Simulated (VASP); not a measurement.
# Si4Hg: relaxation of cell and atoms with PBE

The system is Si4Hg.

```
CELL_PARAMETERS angstrom
-3.01871 3.01871 3.01871
3.01871 -3.01871 3.01871
3.01871 3.01871 -3.01871
ATOMIC_POSITIONS crystal
Si 0.50000 0.50000 0.50000
Si 0.00000 0.00000 0.50000
Si 0.00000 0.50000 0.00000
Si 0.50000 0.00000 0.00000
Hg 0.00000 0.00000 0.00000
```

- Program: VASP 6.6.1
- Task: relaxation of cell and atoms
- Functional: PBE
- Potentials or basis: VASP PAW PBE potentials, release 64 (Si, Hg)
- Cutoff: 600 eV
- k mesh: 10 × 10 × 10
- Occupations: gaussian, width 0.1 eV
- Spin: no spin polarisation
- Dipole correction: no
- Further INCAR settings: ALGO = Normal; EDIFF = 1e-07; IBRION = 2; EDIFFG = -0.01; NSW = 100; ISIF = 3

The relaxed volume is 22.29 Å³/atom and the relaxed cell is a = 5.251 Å, b = 5.251 Å, c = 5.251 Å, α = 109.47°, β = 109.47°, γ = 109.47°. The space group after relaxing (to 0.05 Å) is Im-3m (No. 229) and the energy gained by relaxing is 0.7 meV/atom. The ionic steps are 3, the pressure after relaxing is 0.0 GPa and the band gap on the k mesh is zero (band 14 reaches 5.42 eV, above the bottom of band 15 at 2.72 eV).

The path:
```tsv
step	energy change (eV)	largest force (eV/Å)	pressure (GPa)	volume (Å³)
1	0.0000	0.0000	0.77	110.03
2	-0.0032	0.0000	-0.14	111.73
3	-0.0034	0.0000	0.01	111.45
```

Final structure:
```
CELL_PARAMETERS angstrom
-3.03163 3.03163 3.03163
3.03163 -3.03163 3.03163
3.03163 3.03163 -3.03163
ATOMIC_POSITIONS crystal
Si 0.50000 0.50000 0.50000
Si 0.00000 0.00000 0.50000
Si 0.00000 0.50000 0.00000
Si 0.50000 0.00000 0.00000
Hg 0.00000 0.00000 0.00000
```

Levels at points of the mesh, in eV from the Fermi level:
```csv
k point,band 12,band 13,band 14,band 15,band 16,band 17
"(0.00, 0.00, 0.00)",-3.72,-2.08,-2.08,-2.08,-1.88,3.02
"(0.50, 0.00, 0.00)",-1.11,-0.33,0.12,0.13,1.26,1.42
"(0.50, 0.50, 0.50)",-2.60,0.41,0.41,0.41,3.65,3.65
```

It took 2.2 min on 1 thread of Intel(R) Xeon(R) 6975P-C (Granite Rapids), with other jobs on the host, peak memory 0.34 GiB.

Caveat: spin-orbit coupling is left out, which moves the levels of the heavy elements.
